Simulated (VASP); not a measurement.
Set up this calculation in VASP 6.6.1, as the native input.

- Task: single point
- Functional: PBEsol
- Potentials or basis: VASP PAW PBE potentials, release 64 (Mg, C)
- Cutoff: 520 eV
- k mesh: 8 × 8 × 6
- Occupations: gaussian, width 0.02 eV
- Spin: no spin polarisation
- Dipole correction: no
- Further INCAR settings: ALGO = Normal; EDIFF = 1e-06; NBANDS = 16

The structure of Mg2C3 lies in POSCAR:

```
Mg2C3
1.0
    2.3744695990     -2.3000593033      0.0096087455
    2.3744695990      2.3000593033      0.0096087455
   -1.1869240201      0.0000000000      4.7840214085
Mg C
2 3
Direct
    0.8089505524      0.8089505524      0.2006435354
    0.1910494476      0.1910494476      0.7993564646
    0.2991740294      0.2991740294      0.2621074267
    0.7008259706      0.7008259706      0.7378925733
    0.5000000000      0.5000000000      0.5000000000
```

This cell differs from its parent crystal: volume scaled by 0.97, then relaxed in part.

The input as run:

INCAR

```
SYSTEM = Mg2C3
PREC = Accurate ; ENCUT = 520
EDIFF = 1E-6 ; ISMEAR = 0
SIGMA = 0.02 ; LREAL = .FALSE.
LASPH = .TRUE. ; NELM = 60
ALGO = Normal ; ISIF = 2
LWAVE = .FALSE. ; LCHARG = .FALSE.
GGA = PS ; NBANDS = 16
```

KPOINTS

```
regular mesh
0
G
  8 8 6
  0 0 0
```

Potentials or basis: VASP PAW PBE potentials, release 64 (Mg, C).

Launch:

```bash
$ cat potpaw_PBE.64/Mg/POTCAR potpaw_PBE.64/C/POTCAR > POTCAR
$ mpirun -np 1 vasp_std > vasp.out
```

Results of the run:

| Quantity | Value |
| --- | --- |
| Pressure | 3.6 GPa |
| Largest force | 0.062 eV/Å |
| Band gap on the k mesh | 1.70 eV, indirect (least direct gap 2.47 eV) |

Caveat: the PAW data sets were made with another functional, which shifts forces and pressure a little.

Run time: 100 s on 1 thread of Intel Xeon 6975P-C, with other jobs on the host, peak memory 0.24 GiB.
